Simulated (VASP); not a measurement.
# Mo (P6/mmm) in VASP: further runs, part 2 of 2

VASP 6.6.1. The steps go on from the part before.

## 3. Single point, r2SCAN (strain -0.015 along x and y, +0.030 along z)

Input file POSCAR:

```
Mo
1.0
    2.6944777412      0.0000000000      0.0000000000
   -1.3472388706      2.3334861739      0.0000000000
    0.0000000000      0.0000000000      2.6318361210
Mo
1
Direct
    0.0000000000      0.0000000000      0.5000000000
```

Input file INCAR.step1:

```
SYSTEM = Mo
PREC = Accurate
ENCUT = 520
ISMEAR = 0
SIGMA = 0.15
LREAL = .FALSE.
LASPH = .TRUE.
NELM = 60
NBANDS = 13
GGA = PE
ALGO = Normal
EDIFF = 1E-4
LWAVE = .TRUE.
LCHARG = .FALSE.
```

Input file INCAR.step2:

```
SYSTEM = Mo
PREC = Accurate
ENCUT = 520
EDIFF = 1E-7
ISMEAR = 0
SIGMA = 0.15
LREAL = .FALSE.
LASPH = .TRUE.
NELM = 60
ALGO = Normal
ISIF = 2
LWAVE = .FALSE.
LCHARG = .TRUE.
METAGGA = R2SCAN
LMIXTAU = .TRUE.
LELF = .TRUE.
LVHAR = .TRUE.
NBANDS = 13
ISTART = 1
```

Input file KPOINTS:

```
regular mesh
0
G
  18 18 18
  0 0 0
```

Potentials or basis: VASP PAW PBE potentials, release 64 (Mo_sv).

The run is started by

```bash
cat potpaw_PBE.64/Mo_sv/POTCAR > POTCAR
cp INCAR.step1 INCAR
mpirun -np 1 vasp_std > vasp.out
cp INCAR.step2 INCAR
mpirun -np 1 vasp_std > vasp.out
```

OUTCAR:

```text
SYSTEM = Mo
   PREC = Accurate
   ENCUT = 520
   EDIFF = 1E-7
   ISMEAR = 0
   LREAL = .FALSE.
   LASPH = .TRUE.
   NELM = 60
   ISIF = 2
   METAGGA = R2SCAN
   ISTART = 1

 ion  position               nearest neighbor table
   1  0.000  0.000  0.500-

  LATTYP: Found a hexagonal cell.
 ALAT       =     2.6944777412
 C/A-ratio  =     0.9767518509

  Lattice vectors:

 A1 = (   2.6944777412,   0.0000000000,   0.0000000000)
 A2 = (  -1.3472388706,   2.3334861739,   0.0000000000)
 A3 = (   0.0000000000,   0.0000000000,   2.6318361210)

Analysis of symmetry for initial positions (statically):
=====================================================================
 Subroutine PRICEL returns:
 Original cell was already a primitive cell.

 Routine SETGRP: Setting up the symmetry group for a
 hexagonal supercell.

 Subroutine GETGRP returns: Found 24 space group operations
 (whereof 24 operations were pure point group operations)
 out of a pool of 24 trial point group operations.

The static configuration has the point symmetry D_6h.

Analysis of symmetry for dynamics (positions and initial velocities):
=====================================================================
 Subroutine PRICEL returns:
 Original cell was already a primitive cell.

 Routine SETGRP: Setting up the symmetry group for a
 hexagonal supercell.

 Subroutine GETGRP returns: Found 24 space group operations
 (whereof 24 operations were pure point group operations)
 out of a pool of 24 trial point group operations.

The dynamic configuration has the point symmetry D_6h.

 Subroutine INISYM returns: Found 24 space group operations
 (whereof 24 operations are pure point group operations),
 and found     1 'primitive' translations

----------------------------------------------------------------------------------------

                                     Primitive cell

  volume of cell :      16.5477

  direct lattice vectors                    reciprocal lattice vectors
     2.694477741  0.000000000  0.000000000     0.371129434  0.214271679  0.000000000
    -1.347238871  2.333486174  0.000000000     0.000000000  0.428543358  0.000000000
[... 114 lines left out ...]
 non-spin polarized calculation
 Gauss-broadening in eV      SIGMA  =   0.15
  energy-cutoff  :      520.00
  volume of cell :       16.55
 maximum number of plane-waves:       462
 NGX is ok and might be reduce to    20
   NGX =  9   NGY =  9   NGZ =  9

 number of electron      13.9999999 magnetization

 Free energy of the ion-electron system (eV)
  ---------------------------------------------------
  ext. energy  EPLUGINS =         0.00000000
  ---------------------------------------------------
  free energy    TOTEN  =       -25.11006166 eV

  energy without entropy =      -25.10066683  energy(sigma->0) =      -25.10536424

 E-fermi :  11.7471     XC(G=0): -14.1323

 val. band max:       11.7464405625   @ k =   0.3333   0.0556   0.4444
 cond. band min:      11.7490411905   @ k =   0.2222   0.1111   0.4444
 fundamental gap:      0.0026006280
 Fermi energy:        11.7470917814

 k-point     1 :       0.0000    0.0000    0.0000
  band No.  band energies     occupation
      1     -51.4045      2.00000
      2     -24.0323      2.00000
      3     -23.7967      2.00000
      4     -23.7967      2.00000
      5       4.3987      2.00000
      6       6.9347      2.00000
      7      10.6922      2.00000
      8      10.6922      2.00000
      9      15.8548      0.00000
     10      15.8548      0.00000
     11      25.4469      0.00000
     12      27.1654      0.00000
     13      34.0790      0.00000
[... 354 lines left out ...]
  band No.  band energies     occupation
      1     -51.1107      2.00000
      2     -25.3704      2.00000
      3     -24.3007      2.00000
      4     -23.8334      2.00000
      5       6.8645      2.00000
      6       8.4713      2.00000
      7      11.7834      0.73238
      8      12.3569      0.00000
      9      14.7619      0.00000
     10      16.9745      0.00000
     11      22.6013      0.00000
     12      25.2573      0.00000
     13      29.3880      0.00000

 [... further k-points ...]

------------------------ aborting loop because EDIFF is reached ----------------------------------------

  FORCE on cell =-STRESS in cart. coord.  units (eV):
  Direction    XX          YY          ZZ          XY          YZ          ZX
  --------------------------------------------------------------------------------------
  -------------------------------------------------------------------------------------
  Total        1.0178854      1.0178854     -1.2162763     -0.0000000      0.0000000      0.0000000
  in kB       98.5532107     98.5532107   -117.7617239     -0.0000000      0.0000000      0.0000000
  external PRESSURE =      26.4482325 kB  Pullay stress =       0.0000000 kB

 VOLUME and BASIS-vectors are now :
 -----------------------------------------------------------------------------
  energy-cutoff  :      520.00
  volume of cell :       16.55
      direct lattice vectors                 reciprocal lattice vectors
     2.694477741  0.000000000  0.000000000     0.371129434  0.214271679  0.000000000
    -1.347238871  2.333486174  0.000000000     0.000000000  0.428543358  0.000000000
     0.000000000  0.000000000  2.631836121     0.000000000  0.000000000  0.379962868

 POSITION                                       TOTAL-FORCE (eV/Angst)
 -----------------------------------------------------------------------------------
      0.00000      0.00000      1.31592         0.000000      0.000000      0.000000
 -----------------------------------------------------------------------------------
    total drift:                               -0.000000      0.000000     -0.000000

  FREE ENERGIE OF THE ION-ELECTRON SYSTEM (eV)
  ---------------------------------------------------
  free  energy   TOTEN  =       -25.1100616562 eV

  energy  without entropy=      -25.1006668274  energy(sigma->0) =      -25.10536424
```

OSZICAR.step1:

```text
N       E                     dE             d eps       ncg     rms          rms(c)
DAV:   1     0.112426889878E+03    0.11243E+03   -0.91560E+03  9745   0.112E+03
DAV:   2    -0.905353463228E+01   -0.12148E+03   -0.11738E+03 10840   0.331E+02
DAV:   3    -0.104651318976E+02   -0.14116E+01   -0.14079E+01 11280   0.366E+01
DAV:   4    -0.104693615751E+02   -0.42297E-02   -0.42296E-02 10885   0.226E+00
DAV:   5    -0.104693958679E+02   -0.34293E-04   -0.34294E-04 11420   0.172E-01    0.131E+01
DAV:   6    -0.100670556827E+02    0.40234E+00   -0.53590E-01  9760   0.862E+00    0.419E+00
DAV:   7    -0.100154095404E+02    0.51646E-01   -0.10842E-01 10635   0.367E+00    0.731E-01
DAV:   8    -0.100132015881E+02    0.22080E-02   -0.36110E-03 10345   0.737E-01    0.100E-01
DAV:   9    -0.100132387848E+02   -0.37197E-04   -0.39191E-05  7000   0.798E-02
   1 F= -.10013239E+02 E0= -.10008870E+02  d E =-.873787E-02
```

Run time: 1.8 min. Hardware: 1 thread of Intel Xeon 6975P-C (Granite Rapids), shared host; peak memory 0.19 GiB.

What came out:

* Free energy: -25.1101 eV
* Pressure: 2.6 GPa
* Band gap on the k mesh: zero (bands 7 and 8 overlap by 1.93 eV)

Stress tensor (GPa, compression positive):
```
  9.86   0.00   0.00
  0.00   9.86   0.00
  0.00   0.00 -11.78
```

Levels at points of the mesh, in eV from the Fermi level:
| k point | band 3 | band 4 | band 5 | band 6 | band 7 | band 8 | band 9 | band 10 | band 11 | band 12 |
| --- | --- | --- | --- | --- | --- | --- | --- | --- | --- | --- |
| (0.00, 0.00, 0.00) | -35.54 | -35.54 | -7.35 | -4.81 | -1.05 | -1.05 | 4.11 | 4.11 | 13.70 | 15.42 |
| (0.50, 0.00, 0.00) | -35.93 | -35.58 | -5.46 | -3.25 | 0.41 | 1.05 | 3.33 | 4.77 | 10.94 | 14.63 |
| (0.00, 0.00, 0.50) | -35.42 | -35.42 | -4.43 | -0.65 | -0.38 | -0.38 | 1.32 | 1.32 | 9.33 | 16.53 |
| (0.50, 0.00, 0.50) | -36.91 | -35.79 | -5.63 | -4.12 | -0.08 | 5.03 | 5.67 | 6.31 | 7.47 | 16.66 |

Caveat: the cell differs from its parent crystal (strain -0.015 along x and y, +0.030 along z); the stress differs along the axes, from -12 to 10 GPa; the PAW data sets were made with another functional, which shifts forces and pressure a little.
